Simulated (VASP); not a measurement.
Set up this calculation in VASP 6.6.1, as the native input.

```yaml
Task: single point
Functional: LDA
Potentials_or_basis: VASP PAW LDA potentials, release 64 (Sn_d, O)
Cutoff: 520 eV
k_mesh: 12 × 12 × 12
Occupations: gaussian, width 0.05 eV
Spin: no spin polarisation
Dipole_correction: no
Further_INCAR_settings: ALGO = Normal; EDIFF = 1e-06; NBANDS = 20
```

The structure of SnO2 lies in POSCAR:

```
SnO2
1.0
    1.6626687780      0.9599422666      4.5410198619
   -1.6626687780      0.9599422666      4.5410198619
    0.0000000000     -1.9198845331      4.5410198619
Sn O
1 2
Direct
    0.5000000000      0.5000000000      0.5000000000
    0.2371700000      0.2371700000      0.2371700000
    0.7628300000      0.7628300000      0.7628300000
```

This cell differs from its parent crystal: ratio of the length along z to the lengths across it x 0.92, volume and fractional coordinates fixed.

The input as run:

INCAR

```
ALGO = Normal
EDIFF = 1E-6
ENCUT = 520
GGA = CA
ISIF = 2
ISMEAR = 0
LASPH = True
LCHARG = False
LREAL = False
LWAVE = False
NBANDS = 20
NELM = 100
PREC = Accurate
SIGMA = 0.05
```

KPOINTS

```
k-points
0
Gamma
  12 12 12
```

Potentials or basis: VASP PAW LDA potentials, release 64 (Sn_d, O).

Command:

```bash
$ cat potpaw_LDA.64/Sn_d/POTCAR potpaw_LDA.64/O/POTCAR > POTCAR
$ mpirun -np 1 vasp_std > vasp.out
```

Results of the run:

```
Pressure               : -13.0 GPa
Largest force          : 0.405 eV/Å
Band gap on the k mesh : 1.18 eV (least direct gap 1.27 eV)
```

Caveat: the cell stands under tension; spin-orbit coupling is left out, which moves the levels of the heavy elements.

Run time: 2.2 min on 1 thread of Intel(R) Xeon(R) 6975P-C (Granite Rapids), on a shared host, peak memory 0.3 GiB.
